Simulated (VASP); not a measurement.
A run of VASP 6.6.1:

POSCAR

```
NaF
1.0
    0.0000000000      2.6079473600      1.8438187835
    2.6079473600      0.0000000000      1.8438187835
    2.6079473600      2.6079473600      0.0000000000
Na F
1 1
Direct
    0.0000000000      0.0000000000      0.0000000000
    0.5000000000      0.5000000000      0.5000000000
```

The input INCAR.step1:

```
ALGO     = Normal         # electronic algorithm
EDIFF    = 1E-4           # SCF threshold, eV
ENCUT    = 520            # plane-wave cutoff, eV
GGA      = PE             # functional
ISMEAR   = 0              # smearing method
LASPH    = T              # aspherical terms in the spheres
LCHARG   = F              # write CHGCAR
LREAL    = F              # projectors in reciprocal space
LWAVE    = T              # write WAVECAR
NBANDS   = 14             # bands
NELM     = 100            # most SCF steps
PREC     = Accurate       # precision mode
SIGMA    = 0.05           # smearing width, eV
```

Contents of INCAR.step2:

```
ALGO     = Normal         # electronic algorithm
EDIFF    = 1E-6           # SCF threshold, eV
ENCUT    = 520            # plane-wave cutoff, eV
ISIF     = 2              # what is computed and relaxed
ISMEAR   = 0              # smearing method
ISTART   = 1            
LASPH    = T              # aspherical terms in the spheres
LCHARG   = F              # write CHGCAR
LMIXTAU  = T            
LREAL    = F              # projectors in reciprocal space
LWAVE    = F              # write WAVECAR
METAGGA  = R2SCAN         # meta-GGA
NBANDS   = 14             # bands
NELM     = 100            # most SCF steps
PREC     = Accurate       # precision mode
SIGMA    = 0.05           # smearing width, eV
```

The input KPOINTS:

```
k-points
0
Gamma
  10 10 10
```

Potentials or basis: VASP PAW PBE potentials, release 64 (Na_pv, F).

Launch:

```sh
$ cat potpaw_PBE.64/Na_pv/POTCAR potpaw_PBE.64/F/POTCAR > POTCAR
$ cp INCAR.step1 INCAR
$ mpirun -np 1 vasp_std > vasp.out
$ cp INCAR.step2 INCAR
$ mpirun -np 1 vasp_std > vasp.out
```

Hardware: 1 thread of Intel(R) Xeon(R) 6975P-C (Granite Rapids), on a shared host.

Task: How long does it take, and how much memory?

Result: Run time: 52 s on 1 thread of Intel(R) Xeon(R) 6975P-C (Granite Rapids), on a shared host, peak memory 0.16 GiB. Counts: k points 102.
